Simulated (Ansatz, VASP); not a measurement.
**Ru in VASP and in Ansatz**

```xyz
2
Lattice="2.6212 0.0000 0.0000 -1.3106 2.2700 0.0000 0.0000 0.0000 4.5628" Properties=species:S:1:pos:R:3 pbc="T T T"
Ru    0.0000    1.5133    1.1407
Ru    1.3106    0.7567    3.4221
```

Alike in both runs: task single point; functional PBE; k mesh 24 × 24 × 12; occupations gaussian, width 0.15 eV; no spin polarisation.

|  | VASP | Ansatz |
| --- | --- | --- |
| version | VASP 6.6.1 | Ansatz 0.2.0 |
| potentials or method | VASP PAW PBE potentials, release 64 (Ru_pv), cutoff 520 eV | scalar-relativistic, plane waves, PAW |
| valence electrons in the cell | 28 | 32 |

```tsv
	VASP	Ansatz	Ansatz less VASP
gap on the k mesh at the Fermi level (eV)	none	none	-
pressure (GPa)	7.0	7.1	+0.08
traceless stress, the component that is largest in VASP (GPa)	-30.80	-30.82	-0.025
```

A gap of «none» marks a metal or a gap that the smearing closes. VASP's potentials hold 28 valence electrons a cell and Ansatz's 32, so a difference there can come from the potentials and not from the codes.
